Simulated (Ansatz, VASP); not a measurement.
Two plane-wave programs on Ru

```
Ru
1.0
    -2.33616    2.33616    1.27442
     2.33616   -2.33616    1.27442
     2.33616    2.33616   -1.27442
Ru
2
Direct
  0.00000 0.00000 0.00000
  0.75000 0.25000 0.50000
```

Alike in both runs: task relaxation of cell and atoms; functional r2SCAN; k mesh 8 × 8 × 8; occupations gaussian, width 0.1 eV; no spin polarisation.

|  | VASP | Ansatz |
| --- | --- | --- |
| version | VASP 6.6.1 | Ansatz 0.2.0 |
| potentials or method | VASP PAW PBE potentials, release 64 (Ru_pv), cutoff 550 eV | scalar-relativistic, plane waves, PAW |
| valence electrons in the cell | 28 | 32 |

|  | VASP | Ansatz | Ansatz less VASP |
| --- | --- | --- | --- |
| gap on the k mesh at the Fermi level, each at its own relaxed structure (eV) | none | none | - |
| relaxed volume (Å³/atom) | 15.24 | 15.17 | -0.070 |
| relaxed length of the cell vector where the two differ most in proportion (Å) | 3.594 | 3.589 | -0.0058 |

VASP's potentials were made for PBE, not for r2SCAN. A gap of «none» marks a metal or a gap that the smearing closes. VASP's potentials hold 28 valence electrons a cell and Ansatz's 32, so a difference there can come from the potentials and not from the codes.
